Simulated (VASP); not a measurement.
# Au (Fm-3m) in VASP: notebook

Runs on Au. Level: LDA. Tasks: single point.

Program: VASP 6.6.1. These are calculated values, not measurements. Logs are shortened: lines on timing, memory, paths and dates and some standing lists are left out, and cuts for length are marked.

## Step 1: The cell of the first run

Symmetry: Fm-3m, No. 225, cubic system. Conventional cell: a = 3.758 Å, b = 3.758 Å, c = 3.758 Å, α = 90.00°, β = 90.00°, γ = 90.00°. Within 3.5 Å of Au (site symmetry m-3m) lie 12 Au at 2.66 Å.

## Step 2: Single point, LDA (volume scaled by 0.8)

File INCAR:

```
SYSTEM = Au
ALGO = Normal
EDIFF = 1E-7
ENCUT = 520
GGA = CA
ISIF = 2
ISMEAR = -1
LASPH = .TRUE.
LCHARG = .TRUE.
LELF = .TRUE.
LREAL = .FALSE.
LVHAR = .TRUE.
LWAVE = .FALSE.
NBANDS = 12
NELM = 60
PREC = Accurate
SIGMA = 0.08
```

File KPOINTS:

```
k-points
0
G
  18 18 18
  0 0 0
```

File POSCAR:

```
Au
1.0
    0.0000000000      1.8790180219      1.8790180219
    1.8790180219      0.0000000000      1.8790180219
    1.8790180219      1.8790180219      0.0000000000
Au
1
Direct
    0.0000000000      0.0000000000      0.0000000000
```

Potentials or basis: VASP PAW LDA potentials, release 64 (Au).

Launch:

```sh
> cat potpaw_LDA.64/Au/POTCAR > POTCAR
> mpirun -np 1 vasp_std > vasp.out
```

OUTCAR:

```text
SYSTEM = Au
   EDIFF = 1E-7
   ENCUT = 520
   GGA = CA
   ISIF = 2
   ISMEAR = -1
   LASPH = .TRUE.
   LREAL = .FALSE.
   NELM = 60
   PREC = Accurate

 ion  position               nearest neighbor table
   1  0.000  0.000  0.000-

  LATTYP: Found a face centered cubic cell.
 ALAT       =     3.7580360438

  Lattice vectors:

 A1 = (   0.0000000000,   1.8790180219,   1.8790180219)
 A2 = (   1.8790180219,   0.0000000000,   1.8790180219)
 A3 = (   1.8790180219,   1.8790180219,   0.0000000000)

Analysis of symmetry for initial positions (statically):
=====================================================================
 Subroutine PRICEL returns:
 Original cell was already a primitive cell.

 Routine SETGRP: Setting up the symmetry group for a
 face centered cubic supercell.

 Subroutine GETGRP returns: Found 48 space group operations
 (whereof 48 operations were pure point group operations)
 out of a pool of 48 trial point group operations.

The static configuration has the point symmetry O_h .

Analysis of symmetry for dynamics (positions and initial velocities):
=====================================================================
 Subroutine PRICEL returns:
 Original cell was already a primitive cell.

 Routine SETGRP: Setting up the symmetry group for a
 face centered cubic supercell.

 Subroutine GETGRP returns: Found 48 space group operations
 (whereof 48 operations were pure point group operations)
 out of a pool of 48 trial point group operations.

The dynamic configuration has the point symmetry O_h .

 Subroutine INISYM returns: Found 48 space group operations
 (whereof 48 operations are pure point group operations),
 and found     1 'primitive' translations

----------------------------------------------------------------------------------------

                                     Primitive cell

  volume of cell :      13.2685

  direct lattice vectors                    reciprocal lattice vectors
     0.000000000  1.879018022  1.879018022    -0.266096437  0.266096437  0.266096437
     1.879018022  0.000000000  1.879018022     0.266096437 -0.266096437  0.266096437
     1.879018022  1.879018022  0.000000000     0.266096437  0.266096437 -0.266096437

  length of vectors
     2.657332771  2.657332771  2.657332771     0.460892548  0.460892548  0.460892548

  position of ions in fractional coordinates (direct lattice)
     0.000000000  0.000000000  0.000000000

  ion indices of the primitive-cell ions
   primitive index   ion index
                 1           1
[... 73 lines left out ...]
   LREAL  =      F    real-space projection
   EDIFFG = 0.1E-05   stopping-criterion for IOM
   NSW    =      0    number of steps for IOM
   IBRION =     -1    ionic relax: 0-MD 1-quasi-New 2-CG
   NFREE  =      0    steps in history (QN), initial steepest desc. (CG)
   ISIF   =      2    stress and relaxation
   ISYM   =      2    0-nonsym 1-usesym 2-fastsym
   POTIM  = 0.5000    time-step for ionic-motion
   TEBEG  =    0.0;   TEEND  =   0.0 temperature during run
   PSTRESS=    0.0 pullay stress
   NELECT =      11.0000    total number of electrons
   NUPDOWN=      -1.0000    fix difference up-down
   EMIN   =  10.00;   EMAX   =-10.00  energy-range for DOS
   EFERMI =   0.00;   METHOD = LEGACY
   ISMEAR =    -1;   SIGMA  =   0.08  broadening in eV -4-tet -1-fermi 0-gaus
   EFERMI_NEDOS =   21; number of points for ismear=-14 and -15
   IALGO  =     38    algorithm
   IMIX   =      4    mixing-type and parameters
     AMIX     =   0.40;   BMIX     =  1.00
     AMIX_MAG =   1.60;   BMIX_MAG =  1.00
  volume/ion in A,a.u.               =      13.27        89.54
  Fermi-wavevector in a.u.,A,eV,Ry     =   1.537912  2.906232 32.180131  2.365173
  Thomas-Fermi vector in A             =   2.644354
   LORBIT       =      0    0 simple, 1 ext, 2 COOP (PROOUT), +10 PAW based schemes
   GGA     = CA    functional components
   LHFCALC =     F    Hartree Fock is set to
   AEXX    =    0.0000 exact exchange contribution
   IVDW    =     0    specifies the selected vdW correction
   LEPSILON=     F    determine dielectric tensor
   LRPA    =     F    only Hartree local field effects (RPA)
 non-spin polarized calculation
  energy-cutoff  :      520.00
  volume of cell :       13.27
 maximum number of plane-waves:       369
   NGX =  9   NGY =  9   NGZ =  9

 number of electron      11.0000001 magnetization

 Free energy of the ion-electron system (eV)
  ---------------------------------------------------
  ext. energy  EPLUGINS =         0.00000000
  ---------------------------------------------------
  free energy    TOTEN  =        -3.77093438 eV

  energy without entropy =       -3.76451989  energy(sigma->0) =       -3.76772714

 E-fermi :  14.3537     XC(G=0): -14.4735

 val. band max:       14.3175588986   @ k =  -0.2222   0.2778   0.1111
 cond. band min:      14.4070502115   @ k =   0.5000   0.3333   0.1667
 fundamental gap:      0.0894913129
 Fermi energy:        14.3537024942

 k-point     1 :       0.0000    0.0000    0.0000
  band No.  band energies     occupation
      1       1.2770      2.00000
      2       7.8185      2.00000
      3       7.8185      2.00000
      4       7.8185      2.00000
      5      10.1877      2.00000
      6      10.1877      2.00000
      7      27.9038      0.00000
      8      33.3482      0.00000
      9      33.3482      0.00000
     10      33.3482      0.00000
     11      39.2819      0.00000
     12      47.4882      0.00000
[... 331 lines left out ...]
 k-point    24 :      -0.2222    0.0556    0.0000
  band No.  band energies     occupation
      1       3.4704      2.00000
      2       7.3567      2.00000
      3       8.2570      2.00000
      4       8.3216      2.00000
      5       9.9770      2.00000
      6      10.7400      2.00000
      7      27.1929      0.00000
      8      30.0984      0.00000
      9      35.2250      0.00000
     10      36.6773      0.00000
     11      37.9354      0.00000
     12      40.1874      0.00000

 [... further k-points ...]
[... 5 lines left out ...]
  --------------------------------------------------------------------------------------
  -------------------------------------------------------------------------------------
  Total        6.8016801      6.8016801      6.8016801      0.0000000      0.0000000     -0.0000000
  in kB      821.3040270    821.3040270    821.3040270      0.0000000      0.0000000     -0.0000000
  external PRESSURE =     821.3040270 kB  Pullay stress =       0.0000000 kB

 VOLUME and BASIS-vectors are now :
 -----------------------------------------------------------------------------
  energy-cutoff  :      520.00
  volume of cell :       13.27
      direct lattice vectors                 reciprocal lattice vectors
     0.000000000  1.879018022  1.879018022    -0.266096437  0.266096437  0.266096437
     1.879018022  0.000000000  1.879018022     0.266096437 -0.266096437  0.266096437
     1.879018022  1.879018022  0.000000000     0.266096437  0.266096437 -0.266096437

 POSITION                                       TOTAL-FORCE (eV/Angst)
 -----------------------------------------------------------------------------------
      0.00000      0.00000      0.00000        -0.000000      0.000000     -0.000000
 -----------------------------------------------------------------------------------
    total drift:                               -0.000000     -0.000000     -0.000000

  FREE ENERGIE OF THE ION-ELECTRON SYSTEM (eV)
  ---------------------------------------------------
  free  energy   TOTEN  =        -3.7709343812 eV

  energy  without entropy=       -3.7645198943  energy(sigma->0) =       -3.76772714
```

Run time: 19 s. Hardware: 1 thread of AMD EPYC 9R45 (Zen 5), shared host; peak memory 0.11 GiB.

Results:

```
Free energy : -3.7709 eV
Pressure    : 82.1 GPa
```

Levels at points of the mesh, in eV from the Fermi level:
```csv
k point,band 4,band 5,band 6,band 7,band 8,band 9
"(0.00, 0.00, 0.00)",-6.54,-4.17,-4.17,13.55,18.99,18.99
"(0.50, 0.00, 0.00)",-2.44,-2.30,-2.30,4.51,13.09,18.54
"(0.50, 0.50, 0.00)",-1.79,-1.79,0.06,7.98,10.39,10.39
```

Caveat: spin-orbit coupling is left out, which moves the levels of the heavy elements.

(Continued in part 2 of 2.)
